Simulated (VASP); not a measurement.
# Cu (C2/c) in VASP: single point with PBEsol

Aim: the single point of Cu with PBEsol.

Program: VASP 6.6.1. These are calculated values, not measurements. Logs are shortened: lines on timing, memory, paths and dates and some standing lists are left out, and cuts for length are marked.

## 1. The cell of the first run

The typed cell holds 2 atoms: a = 2.487 Å, b = 2.487 Å, c = 4.761 Å, α = 105.10°, β = 105.10°, γ = 120.04°.

This isn't the form of Cu at room conditions, which is fcc.

## 2. Single point, PBEsol (10.88 Å³/atom)

Input file INCAR:

```
PREC = Accurate
ENCUT = 520
EDIFF = 1E-7
ISMEAR = -1
SIGMA = 0.1
LREAL = False
LASPH = True
NELM = 100
ALGO = Normal
ISIF = 2
LWAVE = False
LCHARG = True
GGA = PS
LELF = True
LVHAR = True
NBANDS = 18
```

Input file KPOINTS:

```
Automatic mesh
0
Gamma
  18 18 9
```

Input file POSCAR:

```
Cu
1.0
   -1.6707730515      1.3758325891      1.2252696444
    1.3758325891     -1.6707730515      1.2252696444
    3.1265211526      3.1265211526     -1.7654536416
Cu
2
Direct
    0.9586026563      0.0413973437      0.0000000000
    0.7913973437      0.2086026563      0.5000000000
```

Potentials or basis: VASP PAW PBE potentials, release 64 (Cu).

Started as:

```console
> cat potpaw_PBE.64/Cu/POTCAR > POTCAR
> mpirun -np 1 vasp_std > vasp.out
```

OUTCAR:

```text
PREC = Accurate
   ENCUT = 520
   EDIFF = 1E-7
   ISMEAR = -1
   LREAL = False
   LASPH = True
   NELM = 100
   ISIF = 2
   GGA = PS

 ion  position               nearest neighbor table
   1  0.959  0.041  0.000-   2 2.49   2 2.49   2 2.49   2 2.49   2 2.49   2 2.49
   2  0.791  0.209  0.500-   1 2.49   1 2.49   1 2.49   1 2.49   1 2.49   1 2.49

  Warning from LATTYP: Got some problem with cell dimensions!
  Tried to take original basis but could not verify dimensions!
  LATTYP: Found a base centered monoclinic cell.
 ALAT       =     2.4857840933
 B/A-ratio  =     1.7332764449
 C/A-ratio  =     1.6343493547
 COS(beta)  =    -0.0008450331

  Lattice vectors:

 A1 = (   1.6707730515,  -1.3758325891,  -1.2252696444)
 A2 = (  -1.3758325891,   1.6707730515,  -1.2252696444)
 A3 = (   2.8315806902,   2.8315806902,   0.6850856472)

Analysis of symmetry for initial positions (statically):
=====================================================================
 Subroutine PRICEL returns:
 Original cell was already a primitive cell.

 Routine SETGRP: Setting up the symmetry group for a
 base centered monoclinic supercell.

 Subroutine GETGRP returns: Found  4 space group operations
 (whereof  2 operations were pure point group operations)
 out of a pool of  4 trial point group operations.

The static configuration has the point symmetry C_2 .
 The point group associated with its full space group is C_2h.

Analysis of symmetry for dynamics (positions and initial velocities):
=====================================================================
 Subroutine PRICEL returns:
 Original cell was already a primitive cell.

 Routine SETGRP: Setting up the symmetry group for a
 base centered monoclinic supercell.

 Subroutine GETGRP returns: Found  4 space group operations
 (whereof  2 operations were pure point group operations)
 out of a pool of  4 trial point group operations.

The dynamic configuration has the point symmetry C_2 .
 The point group associated with its full space group is C_2h.

 Subroutine INISYM returns: Found  4 space group operations
 (whereof  2 operations are pure point group operations),
 and found     1 'primitive' translations

----------------------------------------------------------------------------------------

                                     Primitive cell

  volume of cell :      21.7557

  direct lattice vectors                    reciprocal lattice vectors
    -1.670773052  1.375832589  1.225269644    -0.040502472  0.287731674  0.437829297
     1.375832589 -1.670773052  1.225269644     0.287731674 -0.040502472  0.437829297
     3.126521153  3.126521153 -1.765453642     0.171583342  0.171583342  0.041302639

  length of vectors
     2.487103457  2.487103457  4.760997332     0.525475461  0.525475461  0.246145474

  position of ions in fractional coordinates (direct lattice)
     0.958602656  0.041397344  0.000000000
     0.791397344  0.208602656  0.500000000

  ion indices of the primitive-cell ions
   primitive index   ion index
                 1           1
                 2           2

----------------------------------------------------------------------------------------

 KPOINTS: Automatic mesh

Automatic generation of k-mesh.
 Grid dimensions read from file:
 generate k-points for:   18   18    9

 Generating k-lattice:

  Cartesian coordinates                     Fractional coordinates (reciprocal lattice)
    -0.002250137  0.015985093  0.024323850     0.055555556  0.000000000  0.000000000
     0.015985093 -0.002250137  0.024323850     0.000000000  0.055555556  0.000000000
     0.019064816  0.019064816  0.004589182    -0.000000000 -0.000000000  0.111111111

  Length of vectors
     0.029193081  0.029193081  0.027349497

  Shift w.r.t. Gamma in fractional coordinates (k-lattice)
     0.000000000  0.000000000  0.000000000

 Subroutine IBZKPT returns following result:
 ===========================================

 Found    775 irreducible k-points:

 Following reciprocal coordinates:
            Coordinates               Weight
  0.000000  0.000000  0.000000      1.000000
  0.055556 -0.000000 -0.000000      4.000000
  0.111111 -0.000000 -0.000000      4.000000
  0.166667 -0.000000  0.000000      4.000000
  0.222222  0.000000 -0.000000      4.000000
  0.277778 -0.000000  0.000000      4.000000
[... 16 lines left out ...]
 -0.277778  0.055556  0.000000      4.000000
 -0.222222  0.055556  0.000000      4.000000
 [... further k-points ...]
   k-points           NKPTS =    775   k-points in BZ     NKDIM =    775   number of bands    NBANDS=     18
   number of dos      NEDOS =    301   number of ions     NIONS =      2
   total plane-waves  NPLWV =  11664
   dimension x,y,z NGX =    18 NGY =   18 NGZ =   36
   dimension x,y,z NGXF=    36 NGYF=   36 NGZF=   72
   ions per type =               2
   NGX,Y,Z   is equivalent  to a cutoff of  12.03, 12.03, 12.57 a.u.
   NGXF,Y,Z  is equivalent  to a cutoff of  24.06, 24.06, 25.14 a.u.
 SYSTEM =  unknown system
   PREC   = accura    normal or accurate (medium, high low for compatibility)
   ISTART =      0    job   : 0-new  1-cont  2-samecut
   ICHARG =      2    charge: 1-file 2-atom 10-const
   ISPIN  =      1    spin polarized calculation?
   LNONCOLLINEAR =      F non collinear calculations
   LSORBIT =      F    spin-orbit coupling
   LASPH  =      T    aspherical Exc in radial PAW
   ENCUT  =  520.0 eV  38.22 Ry    6.18 a.u.   4.62  4.62  8.85*2*pi/ulx,y,z
   NELM   =    100;   NELMIN=  2; NELMDL= -5     # of ELM steps
   EDIFF  = 0.1E-06   stopping-criterion for ELM
   LREAL  =      F    real-space projection
   EDIFFG = 0.1E-05   stopping-criterion for IOM
   NSW    =      0    number of steps for IOM
   IBRION =     -1    ionic relax: 0-MD 1-quasi-New 2-CG
   NFREE  =      0    steps in history (QN), initial steepest desc. (CG)
   ISIF   =      2    stress and relaxation
   ISYM   =      2    0-nonsym 1-usesym 2-fastsym
   POTIM  = 0.5000    time-step for ionic-motion
   TEBEG  =    0.0;   TEEND  =   0.0 temperature during run
   PSTRESS=    0.0 pullay stress
   NELECT =      22.0000    total number of electrons
   NUPDOWN=      -1.0000    fix difference up-down
   EMIN   =  10.00;   EMAX   =-10.00  energy-range for DOS
   EFERMI =   0.00;   METHOD = LEGACY
   ISMEAR =    -1;   SIGMA  =   0.10  broadening in eV -4-tet -1-fermi 0-gaus
   EFERMI_NEDOS =   21; number of points for ismear=-14 and -15
   IALGO  =     38    algorithm
   IMIX   =      4    mixing-type and parameters
     AMIX     =   0.40;   BMIX     =  1.00
     AMIX_MAG =   1.60;   BMIX_MAG =  1.00
  volume/ion in A,a.u.               =      10.88        73.41
  Fermi-wavevector in a.u.,A,eV,Ry     =   1.643204  3.105205 36.737351  2.700119
  Thomas-Fermi vector in A             =   2.733378
   LORBIT       =      0    0 simple, 1 ext, 2 COOP (PROOUT), +10 PAW based schemes
   GGA     = PS    functional components
   LHFCALC =     F    Hartree Fock is set to
   AEXX    =    0.0000 exact exchange contribution
   IVDW    =     0    specifies the selected vdW correction
   LEPSILON=     F    determine dielectric tensor
   LRPA    =     F    only Hartree local field effects (RPA)
 non-spin polarized calculation
  energy-cutoff  :      520.00
  volume of cell :       21.76
 maximum number of plane-waves:       602
   NGX =  9   NGY =  9   NGZ = 17

 number of electron      22.0000003 magnetization

 Free energy of the ion-electron system (eV)
  ---------------------------------------------------
  ext. energy  EPLUGINS =         0.00000000
  ---------------------------------------------------
  free energy    TOTEN  =        -8.58308001 eV

  energy without entropy =       -8.56022158  energy(sigma->0) =       -8.57165080

 E-fermi :   8.4221     XC(G=0): -13.3954

 val. band max:        8.4101277534   @ k =   0.5000   0.3889   0.4444
 cond. band min:       8.4242160915   @ k =   0.5000   0.0000   0.4444
 fundamental gap:      0.0140883381
 Fermi energy:         8.4220854570

 k-point     1 :       0.0000    0.0000    0.0000
  band No.  band energies     occupation
      1      -1.5748      2.00000
      2       2.8754      2.00000
      3       5.1577      2.00000
      4       5.2248      2.00000
      5       5.2320      2.00000
      6       5.4646      2.00000
[... 10 lines left out ...]
     17      33.0535      0.00000
     18      33.0658      0.00000

 k-point     2 :       0.0556   -0.0000   -0.0000
  band No.  band energies     occupation
      1      -1.4389      2.00000
      2       2.9240      2.00000
      3       5.0818      2.00000
      4       5.2603      2.00000
      5       5.2798      2.00000
      6       5.4355      2.00000
[... 10 lines left out ...]
     17      32.9621      0.00000
     18      33.5740      0.00000

 k-point     3 :       0.1111   -0.0000   -0.0000
  band No.  band energies     occupation
      1      -1.0364      2.00000
      2       3.0638      2.00000
      3       4.9618      2.00000
      4       5.2381      2.00000
      5       5.2904      2.00000
      6       5.3504      2.00000
[... 10 lines left out ...]
     17      31.9100      0.00000
     18      32.8448      0.00000

 k-point     4 :       0.1667   -0.0000    0.0000
  band No.  band energies     occupation
      1      -0.3856      2.00000
      2       3.2710      2.00000
      3       4.7421      2.00000
      4       4.8410      2.00000
      5       5.1913      2.00000
      6       5.4461      2.00000
[... 375 lines left out ...]
      4       4.6486      2.00000
      5       5.0603      2.00000
      6       5.4844      2.00000
[... 10 lines left out ...]
     17      27.9456      0.00000
     18      29.0993      0.00000

 k-point    23 :      -0.2778    0.0556    0.0000
  band No.  band energies     occupation
      1       0.9180      2.00000
      2       3.6345      2.00000
      3       4.1988      2.00000
      4       4.6912      2.00000
      5       5.0191      2.00000
      6       5.4260      2.00000
[... 10 lines left out ...]
     17      29.2898      0.00000
     18      30.1087      0.00000

 k-point    24 :      -0.2222    0.0556    0.0000
  band No.  band energies     occupation
      1       0.0062      2.00000
      2       3.4679      2.00000
      3       4.5332      2.00000
      4       4.7450      2.00000
      5       5.1622      2.00000
      6       5.4074      2.00000
[... 10 lines left out ...]
     17      30.6523      0.00000
     18      30.8468      0.00000

 [... further k-points ...]
[... 5 lines left out ...]
  --------------------------------------------------------------------------------------
  -------------------------------------------------------------------------------------
  Total        1.1281892      1.1281892      1.0829781      0.0339991      0.0054296      0.0054295
  in kB       83.0844421     83.0844421     79.7549175      2.5038302      0.3998564      0.3998516
  external PRESSURE =      81.9746006 kB  Pullay stress =       0.0000000 kB

 VOLUME and BASIS-vectors are now :
 -----------------------------------------------------------------------------
  energy-cutoff  :      520.00
  volume of cell :       21.76
      direct lattice vectors                 reciprocal lattice vectors
    -1.670773052  1.375832589  1.225269644    -0.040502472  0.287731674  0.437829297
     1.375832589 -1.670773052  1.225269644     0.287731674 -0.040502472  0.437829297
     3.126521153  3.126521153 -1.765453642     0.171583342  0.171583342  0.041302639

 POSITION                                       TOTAL-FORCE (eV/Angst)
 -----------------------------------------------------------------------------------
     -1.54465      1.24971      1.22527         0.000732     -0.000732      0.000000
      0.52802      2.30356      0.34254        -0.000732      0.000732     -0.000000
 -----------------------------------------------------------------------------------
    total drift:                                0.000000      0.000000     -0.000000

  FREE ENERGIE OF THE ION-ELECTRON SYSTEM (eV)
  ---------------------------------------------------
  free  energy   TOTEN  =        -8.5830800092 eV

  energy  without entropy=       -8.5602215824  energy(sigma->0) =       -8.57165080
```

Run time: 2.5 min. Hardware: 1 thread of Intel Xeon Platinum 8488C (Sapphire Rapids), shared host; peak memory 0.34 GiB.

Results:

```yaml
Free_energy: -8.5831 eV
Pressure: 8.2 GPa
Band_gap_on_the_k_mesh: zero (bands 11 and 12 overlap by 6.24 eV)
```

Stress tensor (GPa, compression positive):
```
8.31 0.25 0.04
0.25 8.31 0.04
0.04 0.04 7.98
```

Caveat: the cell stands under pressure; the PAW data sets were made with another functional, which shifts forces and pressure a little.
